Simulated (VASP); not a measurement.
Set up this calculation in VASP 6.6.1, as the native input.

```
Task                   : single point
Functional             : PBEsol
Potentials or basis    : VASP PAW PBE potentials, release 64 (H, Li_sv)
Cutoff                 : 520 eV
k mesh                 : 6 × 4 × 1
Occupations            : fermi-dirac, width 0.05 eV
Spin                   : no spin polarisation
Dipole correction      : no
Further INCAR settings : LREAL = Auto; ALGO = Normal; EDIFF = 1e-06; NBANDS = 42
```

The structure of LiH lies in POSCAR:

```
LiH
1.0
    1.9899850000     -1.9899850000      0.0000000000
    0.0000000000      0.0000000000      3.9799690000
  -20.1373030000    -20.1373030000      0.0000000000
H Li
12 12
Direct
    0.5000620000      0.0000710000      0.7707820000
    0.5021040000      0.9995440000      0.5738290000
    0.5038270000      0.9989010000      0.3760190000
    0.5014210000      0.0002520000      0.6723730000
    0.5030920000      0.9991710000      0.4749770000
    0.5047650000      0.9984010000      0.2763980000
    0.0016670000      0.4998980000      0.6236310000
    0.0028020000      0.4987650000      0.4258530000
    0.0044670000      0.4980880000      0.2289390000
    0.0007500000      0.5002400000      0.7234810000
    0.0027390000      0.4993930000      0.5247380000
    0.0044070000      0.4989220000      0.3271880000
    0.0012670000      0.9999250000      0.6238550000
    0.0022070000      0.9990060000      0.4257850000
    0.0042260000      0.9979670000      0.2324990000
    0.0006210000      0.0001830000      0.7253500000
    0.0018030000      0.9996180000      0.5245990000
    0.0025120000      0.9984180000      0.3276970000
    0.4997110000      0.5003290000      0.7671640000
    0.5017310000      0.4998860000      0.5738220000
    0.5020760000      0.4988770000      0.3757680000
    0.5008920000      0.4998050000      0.6719860000
    0.5016370000      0.4993200000      0.4750010000
    0.5041540000      0.4982370000      0.2744400000
```

These files were run (other wordings do the same):

INCAR

```
ALGO = Normal
EDIFF = 1E-6
ENCUT = 520
GGA = PS
ISIF = 2
ISMEAR = -1
LASPH = T
LCHARG = T
LELF = T
LREAL = Auto
LVHAR = T
LWAVE = F
NBANDS = 42
NELM = 100
PREC = Accurate
SIGMA = 0.05
```

KPOINTS

```
k-points
0
Gamma
  6 4 1
```

Potentials or basis: VASP PAW PBE potentials, release 64 (H, Li_sv).

Launch:

```sh
$ cat potpaw_PBE.64/H/POTCAR potpaw_PBE.64/Li_sv/POTCAR > POTCAR
$ mpirun -np 1 vasp_std > vasp.out
```

It gave:

* Largest force: 0.039 eV/Å
* Band gap on the k mesh: 2.83 eV, indirect (least direct gap 2.87 eV)

Caveat: the PAW data sets were made with another functional, which shifts forces and pressure a little.

Wall time 11 min on 1 thread of AMD EPYC 7R43 64-Core Processor (Zen 3) (shared host), peak memory 0.37 GiB.
